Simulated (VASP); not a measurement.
# RbCl (Fm-3m) in VASP: further runs

The runs below take RbCl through single point, relaxation of cell and atoms, with LDA.

Program: VASP 6.6.1. These are calculated values, not measurements. Logs are shortened: lines on timing, memory, paths and dates and some standing lists are left out, and cuts for length are marked.

## 1. The cell of the first run

Symmetry: Fm-3m, No. 225, cubic system. The conventional cell has a = 6.377 Å, b = 6.377 Å, c = 6.377 Å, α = 90.00°, β = 90.00°, γ = 90.00°. Within 4.2 Å of Rb (site symmetry m-3m) lie 6 Cl at 3.19 Å. Within 4.2 Å of Cl (site symmetry m-3m) lie 6 Rb at 3.19 Å.

## 2. Single point, LDA

File INCAR:

```
SYSTEM = RbCl
  PREC = Accurate
  ENCUT = 500
  EDIFF = 1E-6
  ISMEAR = 0
  SIGMA = 0.01
  LREAL = .FALSE.
  LASPH = .TRUE.
  NELM = 120
  ALGO = Normal
  ISIF = 2
  LWAVE = .FALSE.
  LCHARG = .TRUE.
  GGA = CA
  LELF = .TRUE.
  LVHAR = .TRUE.
  NBANDS = 15
  GGA_COMPAT = .FALSE.
```

File KPOINTS:

```
Automatic mesh
0
G
  4 4 4
  0 0 0
```

File POSCAR:

```
RbCl
1.0
    0.0000000000      3.1886571826      3.1886571826
    3.1886571826      0.0000000000      3.1886571826
    3.1886571826      3.1886571826      0.0000000000
Rb Cl
1 1
Direct
    0.0000000000      0.0000000000      0.0000000000
    0.5000000000      0.5000000000      0.5000000000
```

Potentials or basis: VASP PAW LDA potentials, release 64 (Rb_sv, Cl).

On the command line:

```console
$ cat potpaw_LDA.64/Rb_sv/POTCAR potpaw_LDA.64/Cl/POTCAR > POTCAR
$ mpirun -np 1 vasp_std > vasp.out
```

OUTCAR:

```text
SYSTEM = RbCl
   PREC = Accurate
   ENCUT = 500
   EDIFF = 1E-6
   ISMEAR = 0
   LREAL = .FALSE.
   LASPH = .TRUE.
   NELM = 120
   ISIF = 2
   GGA = CA

 ion  position               nearest neighbor table
   1  0.000  0.000  0.000-   2 3.19   2 3.19   2 3.19   2 3.19   2 3.19   2 3.19
   2  0.500  0.500  0.500-   1 3.19   1 3.19   1 3.19   1 3.19   1 3.19   1 3.19

  LATTYP: Found a face centered cubic cell.
 ALAT       =     6.3773143652

  Lattice vectors:

 A1 = (   0.0000000000,   3.1886571826,   3.1886571826)
 A2 = (   3.1886571826,   0.0000000000,   3.1886571826)
 A3 = (   3.1886571826,   3.1886571826,   0.0000000000)

Analysis of symmetry for initial positions (statically):
=====================================================================
 Subroutine PRICEL returns:
 Original cell was already a primitive cell.

 Routine SETGRP: Setting up the symmetry group for a
 face centered cubic supercell.

 Subroutine GETGRP returns: Found 48 space group operations
 (whereof 48 operations were pure point group operations)
 out of a pool of 48 trial point group operations.

The static configuration has the point symmetry O_h .

Analysis of symmetry for dynamics (positions and initial velocities):
=====================================================================
 Subroutine PRICEL returns:
 Original cell was already a primitive cell.

 Routine SETGRP: Setting up the symmetry group for a
 face centered cubic supercell.

 Subroutine GETGRP returns: Found 48 space group operations
 (whereof 48 operations were pure point group operations)
 out of a pool of 48 trial point group operations.

The dynamic configuration has the point symmetry O_h .

 Subroutine INISYM returns: Found 48 space group operations
 (whereof 48 operations are pure point group operations),
 and found     1 'primitive' translations

----------------------------------------------------------------------------------------

                                     Primitive cell

  volume of cell :      64.8416

  direct lattice vectors                    reciprocal lattice vectors
     0.000000000  3.188657183  3.188657183    -0.156805819  0.156805819  0.156805819
     3.188657183  0.000000000  3.188657183     0.156805819 -0.156805819  0.156805819
     3.188657183  3.188657183  0.000000000     0.156805819  0.156805819 -0.156805819

  length of vectors
     4.509442233  4.509442233  4.509442233     0.271595645  0.271595645  0.271595645

  position of ions in fractional coordinates (direct lattice)
     0.000000000  0.000000000  0.000000000
     0.500000000  0.500000000  0.500000000

  ion indices of the primitive-cell ions
   primitive index   ion index
                 1           1
                 2           2

----------------------------------------------------------------------------------------

 KPOINTS: Automatic mesh

Automatic generation of k-mesh.
 Grid dimensions read from file:
 generate k-points for:    4    4    4

 Generating k-lattice:

  Cartesian coordinates                     Fractional coordinates (reciprocal lattice)
    -0.039201455  0.039201455  0.039201455     0.250000000  0.000000000  0.000000000
     0.039201455 -0.039201455  0.039201455     0.000000000  0.250000000  0.000000000
     0.039201455  0.039201455 -0.039201455     0.000000000  0.000000000  0.250000000

  Length of vectors
     0.067898911  0.067898911  0.067898911

  Shift w.r.t. Gamma in fractional coordinates (k-lattice)
     0.000000000  0.000000000  0.000000000

 Subroutine IBZKPT returns following result:
 ===========================================

 Found      8 irreducible k-points:

 Following reciprocal coordinates:
            Coordinates               Weight
  0.000000  0.000000  0.000000      1.000000
  0.250000  0.000000  0.000000      8.000000
  0.500000  0.000000  0.000000      4.000000
  0.250000  0.250000  0.000000      6.000000
  0.500000  0.250000  0.000000     24.000000
 -0.250000  0.250000  0.000000     12.000000
  0.500000  0.500000  0.000000      3.000000
 -0.250000  0.500000  0.250000      6.000000
   k-points           NKPTS =      8   k-points in BZ     NKDIM =      8   number of bands    NBANDS=     15
   number of dos      NEDOS =    301   number of ions     NIONS =      2
   total plane-waves  NPLWV =  46656
   dimension x,y,z NGX =    36 NGY =   36 NGZ =   36
   dimension x,y,z NGXF=    72 NGYF=   72 NGZF=   72
   ions per type =               1   1
   NGX,Y,Z   is equivalent  to a cutoff of  13.27, 13.27, 13.27 a.u.
   NGXF,Y,Z  is equivalent  to a cutoff of  26.54, 26.54, 26.54 a.u.
 SYSTEM =  RbCl
   PREC   = accura    normal or accurate (medium, high low for compatibility)
   ISTART =      0    job   : 0-new  1-cont  2-samecut
   ICHARG =      2    charge: 1-file 2-atom 10-const
   ISPIN  =      1    spin polarized calculation?
   LNONCOLLINEAR =      F non collinear calculations
   LSORBIT =      F    spin-orbit coupling
   LASPH  =      T    aspherical Exc in radial PAW
   ENCUT  =  500.0 eV  36.75 Ry    6.06 a.u.   8.22  8.22  8.22*2*pi/ulx,y,z
   NELM   =    120;   NELMIN=  2; NELMDL= -5     # of ELM steps
   EDIFF  = 0.1E-05   stopping-criterion for ELM
   LREAL  =      F    real-space projection
   EDIFFG = 0.1E-04   stopping-criterion for IOM
   NSW    =      0    number of steps for IOM
   IBRION =     -1    ionic relax: 0-MD 1-quasi-New 2-CG
   NFREE  =      0    steps in history (QN), initial steepest desc. (CG)
   ISIF   =      2    stress and relaxation
   ISYM   =      2    0-nonsym 1-usesym 2-fastsym
   POTIM  = 0.5000    time-step for ionic-motion
   TEBEG  =    0.0;   TEEND  =   0.0 temperature during run
   PSTRESS=    0.0 pullay stress
   NELECT =      16.0000    total number of electrons
   NUPDOWN=      -1.0000    fix difference up-down
   EMIN   =  10.00;   EMAX   =-10.00  energy-range for DOS
   EFERMI =   0.00;   METHOD = LEGACY
   ISMEAR =     0;   SIGMA  =   0.01  broadening in eV -4-tet -1-fermi 0-gaus
   EFERMI_NEDOS =   21; number of points for ismear=-14 and -15
   IALGO  =     38    algorithm
   IMIX   =      4    mixing-type and parameters
     AMIX     =   0.40;   BMIX     =  1.00
     AMIX_MAG =   1.60;   BMIX_MAG =  1.00
  volume/ion in A,a.u.               =      32.42       218.79
  Fermi-wavevector in a.u.,A,eV,Ry     =   1.026826  1.940420 14.345606  1.054372
  Thomas-Fermi vector in A             =   2.160739
   LORBIT       =      0    0 simple, 1 ext, 2 COOP (PROOUT), +10 PAW based schemes
   GGA     = CA    functional components
   LHFCALC =     F    Hartree Fock is set to
   AEXX    =    0.0000 exact exchange contribution
   IVDW    =     0    specifies the selected vdW correction
   LEPSILON=     F    determine dielectric tensor
   LRPA    =     F    only Hartree local field effects (RPA)
 non-spin polarized calculation
 Gauss-broadening in eV      SIGMA  =   0.01
  energy-cutoff  :      500.00
  volume of cell :       64.84
 maximum number of plane-waves:      1676
 NGX is ok and might be reduce to    36
   NGX = 17   NGY = 17   NGZ = 17

 number of electron      15.9999998 magnetization

 Free energy of the ion-electron system (eV)
  ---------------------------------------------------
  ext. energy  EPLUGINS =         0.00000000
  ---------------------------------------------------
  free energy    TOTEN  =        -7.26716866 eV

  energy without entropy =       -7.26716866  energy(sigma->0) =       -7.26716866

 E-fermi :  -1.7077     XC(G=0):  -8.2916

 val. band max:       -1.7581867473   @ k =   0.0000   0.0000   0.0000
 cond. band min:       3.0970226296   @ k =   0.0000   0.0000   0.0000
 fundamental gap:      4.8552093768
 Fermi energy:        -1.7077484562

 k-point     1 :       0.0000    0.0000    0.0000
  band No.  band energies     occupation
      1     -25.3404      2.00000
      2     -13.7550      2.00000
      3      -9.4538      2.00000
      4      -9.4538      2.00000
      5      -9.4538      2.00000
      6      -1.7582      2.00000
      7      -1.7582      2.00000
      8      -1.7582      2.00000
      9       3.0970      0.00000
     10       5.9880      0.00000
     11       5.9880      0.00000
     12       5.9880      0.00000
     13       7.1041      0.00000
     14       7.1041      0.00000
     15      10.0898      0.00000

 k-point     2 :       0.2500    0.0000    0.0000
  band No.  band energies     occupation
      1     -25.3265      2.00000
      2     -13.8091      2.00000
      3      -9.4616      2.00000
      4      -9.4616      2.00000
      5      -9.4253      2.00000
      6      -2.3747      2.00000
      7      -1.9971      2.00000
      8      -1.9971      2.00000
      9       4.5055      0.00000
     10       5.7624      0.00000
     11       6.8365      0.00000
     12       6.8365      0.00000
     13       8.1315      0.00000
     14       8.1315      0.00000
     15      12.2164      0.00000

 k-point     3 :       0.5000    0.0000    0.0000
  band No.  band energies     occupation
      1     -25.3125      2.00000
      2     -13.8624      2.00000
      3      -9.4690      2.00000
      4      -9.4690      2.00000
      5      -9.3977      2.00000
      6      -2.8512      2.00000
      7      -2.2146      2.00000
      8      -2.2146      2.00000
      9       5.8937      0.00000
     10       6.2053      0.00000
     11       8.4881      0.00000
     12       8.4881      0.00000
     13       9.6525      0.00000
     14       9.6525      0.00000
     15      10.7585      0.00000

 k-point     4 :       0.2500    0.2500    0.0000
  band No.  band energies     occupation
      1     -25.3223      2.00000
      2     -13.7779      2.00000
      3      -9.5309      2.00000
      4      -9.5309      2.00000
      5      -9.4692      2.00000
      6      -2.4324      2.00000
      7      -1.8310      2.00000
      8      -1.8310      2.00000
      9       4.5713      0.00000
     10       4.7372      0.00000
     11       7.6412      0.00000
     12       7.7074      0.00000
     13       7.7074      0.00000
     14       8.7563      0.00000
     15      12.0313      0.00000

 k-point     5 :       0.5000    0.2500    0.0000
  band No.  band energies     occupation
      1     -25.3088      2.00000
      2     -13.7811      2.00000
      3      -9.6544      2.00000
      4      -9.5399      2.00000
      5      -9.5155      2.00000
      6      -2.4094      2.00000
      7      -2.1023      2.00000
      8      -2.0337      2.00000
      9       5.0135      0.00000
     10       6.2177      0.00000
     11       8.2058      0.00000
     12       8.6605      0.00000
     13       8.8356      0.00000
     14       9.4346      0.00000
     15      10.2483      0.00000

 k-point     6 :      -0.2500    0.2500    0.0000
  band No.  band energies     occupation
      1     -25.3130      2.00000
      2     -13.8127      2.00000
      3      -9.6313      2.00000
      4      -9.4707      2.00000
      5      -9.4229      2.00000
      6      -2.6193      2.00000
      7      -2.1885      2.00000
      8      -1.9506      2.00000
      9       5.6109      0.00000
     10       5.7814      0.00000
     11       7.5785      0.00000
     12       7.8123      0.00000
     13       8.7663      0.00000
     14       9.9533      0.00000
     15      10.4758      0.00000

 k-point     7 :       0.5000    0.5000    0.0000
  band No.  band energies     occupation
      1     -25.3050      2.00000
      2     -13.6956      2.00000
      3      -9.8510      2.00000
      4      -9.6083      2.00000
      5      -9.6083      2.00000
      6      -2.0754      2.00000
      7      -1.8515      2.00000
      8      -1.8515      2.00000
      9       3.9892      0.00000
     10       6.3878      0.00000
     11       8.0449      0.00000
     12       8.3529      0.00000
     13       8.8597      0.00000
     14      10.2667      0.00000
     15      10.2667      0.00000

 k-point     8 :      -0.2500    0.5000    0.2500
  band No.  band energies     occupation
      1     -25.3046      2.00000
      2     -13.7462      2.00000
      3      -9.7309      2.00000
      4      -9.7309      2.00000
      5      -9.4272      2.00000
      6      -2.3301      2.00000
      7      -2.0038      2.00000
      8      -2.0038      2.00000
      9       5.6799      0.00000
     10       5.6799      0.00000
     11       7.7312      0.00000
     12       7.7710      0.00000
     13      10.1548      0.00000
     14      10.3266      0.00000
     15      10.8409      0.00000

------------------------ aborting loop because EDIFF is reached ----------------------------------------

  FORCE on cell =-STRESS in cart. coord.  units (eV):
  Direction    XX          YY          ZZ          XY          YZ          ZX
  --------------------------------------------------------------------------------------
  -------------------------------------------------------------------------------------
  Total        0.0173386      0.0173386      0.0173386     -0.0000000      0.0000000     -0.0000000
  in kB        0.4284214      0.4284214      0.4284214     -0.0000000      0.0000000     -0.0000000
  external PRESSURE =       0.4284214 kB  Pullay stress =       0.0000000 kB

 VOLUME and BASIS-vectors are now :
 -----------------------------------------------------------------------------
  energy-cutoff  :      500.00
  volume of cell :       64.84
      direct lattice vectors                 reciprocal lattice vectors
     0.000000000  3.188657183  3.188657183    -0.156805819  0.156805819  0.156805819
     3.188657183  0.000000000  3.188657183     0.156805819 -0.156805819  0.156805819
     3.188657183  3.188657183  0.000000000     0.156805819  0.156805819 -0.156805819

 POSITION                                       TOTAL-FORCE (eV/Angst)
 -----------------------------------------------------------------------------------
      0.00000      0.00000      0.00000        -0.000000     -0.000000      0.000000
      3.18866      3.18866      3.18866         0.000000      0.000000     -0.000000
 -----------------------------------------------------------------------------------
    total drift:                                0.000000      0.000000      0.000000

  FREE ENERGIE OF THE ION-ELECTRON SYSTEM (eV)
  ---------------------------------------------------
  free  energy   TOTEN  =        -7.2671686603 eV

  energy  without entropy=       -7.2671686603  energy(sigma->0) =       -7.26716866
```

Run time: 4.4 s. Hardware: 1 thread of Intel Xeon 6975P-C (Granite Rapids), shared host; peak memory 0.16 GiB.

Results:

```yaml
Free_energy: -7.2672 eV
Pressure: 0.0 GPa
Band_gap_on_the_k_mesh: 4.86 eV, direct
```

Caveat: the k points lie up to 0.43 Å⁻¹ apart. Expect the measured gap to be larger: semilocal functionals such as LDA lack the derivative discontinuity.

## 3. Relaxation of cell and atoms, LDA

This run uses another cell than the first one, of 35.09 Å³/atom, 1.082 times its volume.

File INCAR:

```
SYSTEM = RbCl
PREC = Accurate
ENCUT = 500
EDIFF = 1E-7
ISMEAR = 0
SIGMA = 0.01
LREAL = .FALSE.
LASPH = .TRUE.
NELM = 120
ALGO = Normal
ISIF = 3
LWAVE = .FALSE.
LCHARG = .FALSE.
GGA = CA
IBRION = 2
NSW = 80
EDIFFG = -0.02
GGA_COMPAT = .FALSE.
NELMIN = 4
```

KPOINTS is that of step 2.

File POSCAR:

```
RbCl
1.0
    0.0000000000      3.2740000000      3.2740000000
    3.2740000000      0.0000000000      3.2740000000
    3.2740000000      3.2740000000      0.0000000000
Rb Cl
1 1
Direct
    0.0000000000      0.0000000000      0.0000000000
    0.5000000000      0.5000000000      0.5000000000
```

Potentials or basis: VASP PAW LDA potentials, release 64 (Rb_sv, Cl).

On the command line:

```console
$ cat potpaw_LDA.64/Rb_sv/POTCAR potpaw_LDA.64/Cl/POTCAR > POTCAR
$ mpirun -np 1 vasp_std > vasp.out
```

It took 8 s on 1 thread of Intel Xeon 6975P-C (Granite Rapids), shared host; peak memory 0.17 GiB.

It converged, with:

```
Free energy                            : -7.2683 eV
Relaxed volume                         : 32.56 Å³/atom
Relaxed cell                           : a = 4.516 Å, b = 4.516 Å, c = 4.516 Å, α = 60.00°, β = 60.00°, γ = 60.00°
Space group after relaxing (to 0.05 Å) : Fm-3m (No. 225)
Energy gained by relaxing              : 12.2 meV/atom
Ionic steps                            : 3
Pressure after relaxing                : 0.0 GPa
Band gap on the k mesh                 : 4.84 eV, direct
```

The path:
```csv
step,energy change (eV),largest force (eV/Å),pressure (GPa),volume (Å³)
1,0.0000,0.0000,-1.39,70.19
2,-0.0198,0.0000,-0.66,67.14
3,-0.0243,0.0000,-0.04,65.12
```

Final structure:
```cif
data_structure
_symmetry_space_group_name_H-M 'P 1'
_symmetry_Int_Tables_number 1
_cell_length_a 4.5158
_cell_length_b 4.5158
_cell_length_c 4.5158
_cell_angle_alpha 60.000
_cell_angle_beta 60.000
_cell_angle_gamma 60.000
_cell_volume 65.12
loop_
_atom_site_label
_atom_site_type_symbol
_atom_site_fract_x
_atom_site_fract_y
_atom_site_fract_z
_atom_site_occupancy
Rb1 Rb 0.00000 0.00000 0.00000 1
Cl1 Cl 0.50000 0.50000 0.50000 1
```

Levels at points of the mesh, in eV from the valence-band top:
| k point | band 6 | band 7 | band 8 | band 9 | band 10 | band 11 |
| --- | --- | --- | --- | --- | --- | --- |
| (0.00, 0.00, 0.00) | 0.00 | 0.00 | 0.00 | 4.84 | 7.75 | 7.75 |
| (0.50, 0.00, 0.00) | -1.09 | -0.45 | -0.45 | 7.64 | 7.95 | 10.23 |
| (0.50, 0.50, 0.00) | -0.32 | -0.09 | -0.09 | 5.75 | 8.13 | 9.78 |
